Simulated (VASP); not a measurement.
# C in VASP: a series of runs

Runs on C. Level: PBE+D3(BJ). Tasks: single point, relaxation of the atoms.

All numbers are computed with VASP 6.6.1; they aren't measurements. Logs are shortened: lines on timing, memory, paths and dates and some standing lists are left out, and cuts for length are marked.

## (1) The cell of the first run

The cell holds a slab with vacuum, 4 atoms: a = 2.460 Å, b = 2.460 Å, c = 20.367 Å, α = 90.00°, β = 90.00°, γ = 120.00°.

## (2) Single point, PBE+D3(BJ)

INCAR

```
ALGO = Normal
DIPOL = 0.5 0.5 0.500
EDIFF = 1E-7
ENCUT = 520
GGA = PE
IDIPOL = 3
ISIF = 2
ISMEAR = 0
IVDW = 12
LASPH = True
LCHARG = False
LDIPOL = True
LREAL = False
LWAVE = False
NBANDS = 16
NELM = 80
PREC = Accurate
SIGMA = 0.05
```

KPOINTS

```
k-points
0
Gamma
  12 12 1
```

POSCAR

```
C
1.0
    2.4599989212      0.0000000000      0.0000000000
   -1.2299994606      2.1304215590      0.0000000000
    0.0000000000      0.0000000000     20.3673001571
C
4
Direct
    0.0000000000      0.0000000000      0.4173803001
    0.6666666667      0.3333333333      0.4173724086
    0.6666666667      0.3333333333      0.5826275919
    0.3333333333      0.6666666667      0.5826196994
```

Potentials or basis: VASP PAW PBE potentials, release 64 (C).

The run is started by

```sh
$ cat potpaw_PBE.64/C/POTCAR > POTCAR
$ mpirun -np 1 vasp_std > vasp.out
```

OUTCAR:

```text
EDIFF = 1E-7
   ENCUT = 520
   GGA = PE
   ISIF = 2
   ISMEAR = 0
   IVDW = 12
   LASPH = True
   LREAL = False
   NELM = 80
   PREC = Accurate
 IVDW          = 12

 ion  position               nearest neighbor table
   1  0.000  0.000  0.417-   2 1.42   2 1.42   2 1.42
   2  0.667  0.333  0.417-   1 1.42   1 1.42   1 1.42
   3  0.667  0.333  0.583-   4 1.42   4 1.42   4 1.42
   4  0.333  0.667  0.583-   3 1.42   3 1.42   3 1.42

  LATTYP: Found a hexagonal cell.
 ALAT       =     2.4599989212
 C/A-ratio  =     8.2793939386

  Lattice vectors:

 A1 = (   2.4599989212,   0.0000000000,   0.0000000000)
 A2 = (  -1.2299994606,   2.1304215590,   0.0000000000)
 A3 = (   0.0000000000,   0.0000000000,  20.3673001571)

Analysis of symmetry for initial positions (statically):
=====================================================================
 Subroutine PRICEL returns:
 Original cell was already a primitive cell.

 Routine SETGRP: Setting up the symmetry group for a
 hexagonal supercell.

 Subroutine GETGRP returns: Found 12 space group operations
 (whereof  6 operations were pure point group operations)
 out of a pool of 24 trial point group operations.

The static configuration has the point symmetry C_3v.
 The point group associated with its full space group is D_3d.

Analysis of symmetry for dynamics (positions and initial velocities):
=====================================================================
 Subroutine PRICEL returns:
 Original cell was already a primitive cell.

 Routine SETGRP: Setting up the symmetry group for a
 hexagonal supercell.

 Subroutine GETGRP returns: Found 12 space group operations
 (whereof  6 operations were pure point group operations)
 out of a pool of 24 trial point group operations.

The dynamic configuration has the point symmetry C_3v.
 The point group associated with its full space group is D_3d.

 Subroutine INISYM returns: Found 12 space group operations
 (whereof  6 operations are pure point group operations),
 and found     1 'primitive' translations

----------------------------------------------------------------------------------------

                                     Primitive cell

  volume of cell :     106.7417

  direct lattice vectors                    reciprocal lattice vectors
     2.459998921  0.000000000  0.000000000     0.406504243  0.234695334  0.000000000
    -1.229999461  2.130421559  0.000000000     0.000000000  0.469390669  0.000000000
[... 91 lines left out ...]
   POTIM  = 0.5000    time-step for ionic-motion
   TEBEG  =    0.0;   TEEND  =   0.0 temperature during run
   PSTRESS=    0.0 pullay stress
   NELECT =      16.0000    total number of electrons
   NUPDOWN=      -1.0000    fix difference up-down
   EMIN   =  10.00;   EMAX   =-10.00  energy-range for DOS
   EFERMI =   0.00;   METHOD = LEGACY
   ISMEAR =     0;   SIGMA  =   0.05  broadening in eV -4-tet -1-fermi 0-gaus
   EFERMI_NEDOS =   21; number of points for ismear=-14 and -15
   IALGO  =     38    algorithm
   IMIX   =      4    mixing-type and parameters
     AMIX     =   0.40;   BMIX     =  1.00
     AMIX_MAG =   1.60;   BMIX_MAG =  1.00
  volume/ion in A,a.u.               =      26.69       180.08
  Fermi-wavevector in a.u.,A,eV,Ry     =   0.869635  1.643371 10.289603  0.756264
  Thomas-Fermi vector in A             =   1.988485
   LORBIT       =      0    0 simple, 1 ext, 2 COOP (PROOUT), +10 PAW based schemes
   GGA     = PE    functional components
   LHFCALC =     F    Hartree Fock is set to
   AEXX    =    0.0000 exact exchange contribution
   IVDW    =    12    specifies the selected vdW correction
   LEPSILON=     F    determine dielectric tensor
   LRPA    =     F    only Hartree local field effects (RPA)
 non-spin polarized calculation
 Gauss-broadening in eV      SIGMA  =   0.05
  energy-cutoff  :      520.00
  volume of cell :      106.74
 maximum number of plane-waves:      2912
   NGX =  9   NGY =  9   NGZ = 75

 dipolmoment           0.000000      0.000000      0.000000 electrons x Angstroem

 number of electron      15.9999994 magnetization

 dipolmoment           0.000000      0.000000     -0.000000 electrons x Angstroem

 Free energy of the ion-electron system (eV)
  ---------------------------------------------------
  ext. energy  EPLUGINS =         0.00000000
  ---------------------------------------------------
  free energy    TOTEN  =       -36.86658538 eV

  energy without entropy =      -36.86580178  energy(sigma->0) =      -36.86619358

 E-fermi :  -1.2970     XC(G=0):  -3.8199

 val. band max:       -1.2970205923   @ k =   0.3333   0.3333   0.0000
 cond. band min:      -1.2970205920   @ k =   0.3333   0.3333   0.0000
 fundamental gap:      0.0000000004
 Fermi energy:        -1.2970205923

 k-point     1 :       0.0000    0.0000    0.0000
  band No.  band energies     occupation
      1     -20.9358      2.00000
      2     -20.7894      2.00000
      3      -9.4169      2.00000
      4      -8.4608      2.00000
      5      -4.3247      2.00000
      6      -4.3247      2.00000
[... 338 lines left out ...]
      3     -13.9007      2.00000
      4     -13.8568      2.00000
      5     -11.8914      2.00000
      6     -11.8914      2.00000
[... 8 lines left out ...]
     15      11.7002      0.00000
     16      12.4732      0.00000

------------------------ aborting loop because EDIFF is reached ----------------------------------------

 vacuum level on the upper side and lower side of the slab       (xc-potential included)        -0.085        -0.085

 Edisp (eV)   -0.47848

 E8    (eV) :    -0.1431

  FORCE on cell =-STRESS in cart. coord.  units (eV):
  Direction    XX          YY          ZZ          XY          YZ          ZX
  --------------------------------------------------------------------------------------
  -------------------------------------------------------------------------------------
  Total       0.78863     0.78863    -0.00416     0.00000     0.00000     0.00000
  in kB      11.83722    11.83722    -0.06239     0.00000     0.00000     0.00000
  external pressure =        7.87 kB  Pullay stress =        0.00 kB

 VOLUME and BASIS-vectors are now :
 -----------------------------------------------------------------------------
  energy-cutoff  :      520.00
  volume of cell :      106.74
      direct lattice vectors                 reciprocal lattice vectors
     2.459998921  0.000000000  0.000000000     0.406504243  0.234695334  0.000000000
    -1.229999461  2.130421559  0.000000000     0.000000000  0.469390669  0.000000000
     0.000000000  0.000000000 20.367300157     0.000000000  0.000000000  0.049098309

 POSITION                                       TOTAL-FORCE (eV/Angst)
 -----------------------------------------------------------------------------------
      0.00000      0.00000      8.50091         0.000000     -0.000000     -0.018162
      1.23000      0.71014      8.50075        -0.000000      0.000000      0.012586
      1.23000      0.71014     11.86655        -0.000000     -0.000000     -0.012586
     -0.00000      1.42028     11.86639        -0.000000      0.000000      0.018162
 -----------------------------------------------------------------------------------
    total drift:                               -0.000000      0.000000      0.000000

  FREE ENERGIE OF THE ION-ELECTRON SYSTEM (eV)
  ---------------------------------------------------
  free  energy   TOTEN  =       -37.3450673120 eV

  energy  without entropy=      -37.3442837154  energy(sigma->0) =      -37.34467551

 vacuum level on the upper side and lower side of the slab         2.904         2.904
```

Run time: 37 s. Hardware: 1 thread of AMD EPYC 7R13 (Zen 3), shared host; peak memory 0.18 GiB.

What came out:

```yaml
Free_energy: -37.3451 eV
Largest_force: 0.018 eV/Å
Band_gap_on_the_k_mesh: zero (filled and empty bands touch)
Dispersion_energy_per_atom: -0.120 eV
```

Forces in eV/Å, atoms in the order of the input:
```
C    0.000  0.000 -0.018
C    0.000  0.000  0.013
C    0.000  0.000 -0.013
C    0.000  0.000  0.018
```

Levels at points of the mesh, in eV from the Fermi level:
```
           k point  band 5  band 6  band 7  band 8  band 9  band 10  band 11  band 12
(0.00, 0.00, 0.00)   -3.03   -3.03   -3.02   -3.02    3.41     3.80     4.55     5.67
(0.50, 0.00, 0.00)   -6.44   -6.41   -2.56   -2.21    1.54     1.89     7.36     7.55
```

## (3) Relaxation of the atoms, PBE+D3(BJ)

INCAR

```
SYSTEM = C
PREC = Accurate
ENCUT = 520
EDIFF = 1E-6
ISMEAR = 0
SIGMA = 0.05
LREAL = .FALSE.
LASPH = .TRUE.
NELM = 100
ALGO = Normal
ISIF = 2
LWAVE = .FALSE.
LCHARG = .FALSE.
LDIPOL = .TRUE.
IDIPOL = 3
DIPOL = 0.5 0.5 0.500
GGA = PE
IVDW = 12
IBRION = 2
NSW = 60
EDIFFG = -0.04
```

KPOINTS

```
Automatic mesh
0
G
  12 12 1
  0 0 0
```

POSCAR

```
C
1.0
    2.4599989200      0.0000000000      0.0000000000
   -1.2299994600      2.1304215600      0.0000000000
    0.0000000000      0.0000000000     20.3673001571
C
4
Direct
    0.0000000000      0.0000000000      0.4173356279
    0.6666666700      0.3333333300      0.4178830789
    0.6666666700      0.3333333300      0.5821169211
    0.3333333300      0.6666666700      0.5826643721
```

Potentials or basis: VASP PAW PBE potentials, release 64 (C).

The run is started by

```sh
$ cat potpaw_PBE.64/C/POTCAR > POTCAR
$ mpirun -np 1 vasp_std > vasp.out
```

Wall time 43 s (1 thread of AMD EPYC 7R13 (Zen 3), shared host); peak memory 0.19 GiB.

It converged, with:

- Free energy: -37.3450 eV
- Energy gained by relaxing: 0.4 meV/atom
- Ionic steps: 3
- Largest force after relaxing: 0.005 eV/Å
- Band gap on the k mesh: zero (filled and empty bands touch)
- Dispersion energy per atom: -0.120 eV

Forces in eV/Å, atoms in the order of the input:
```
C    0.000  0.000 -0.004
C    0.000  0.000 -0.005
C    0.000  0.000  0.005
C    0.000  0.000  0.004
```

Step by step:
```csv
step,energy change (eV),largest force (eV/Å),pressure (GPa)
1,0.0000,0.1763,0.79
2,-0.0011,0.1082,0.79
3,-0.0018,0.0046,0.79
```

Final structure:
```
CELL_PARAMETERS angstrom
2.46000 0.00000 0.00000
-1.23000 2.13042 0.00000
0.00000 0.00000 20.36730
ATOMIC_POSITIONS crystal
C 0.00000 0.00000 0.41758
C 0.66667 0.33333 0.41762
C 0.66667 0.33333 0.58238
C 0.33333 0.66667 0.58242
```

Levels at points of the mesh, in eV from the Fermi level:
| k point | band 5 | band 6 | band 7 | band 8 | band 9 | band 10 | band 11 | band 12 |
| --- | --- | --- | --- | --- | --- | --- | --- | --- |
| (0.00, 0.00, 0.00) | -3.03 | -3.03 | -3.02 | -3.02 | 3.41 | 3.80 | 4.54 | 5.65 |
| (0.50, 0.00, 0.00) | -6.44 | -6.41 | -2.56 | -2.21 | 1.54 | 1.89 | 7.35 | 7.55 |
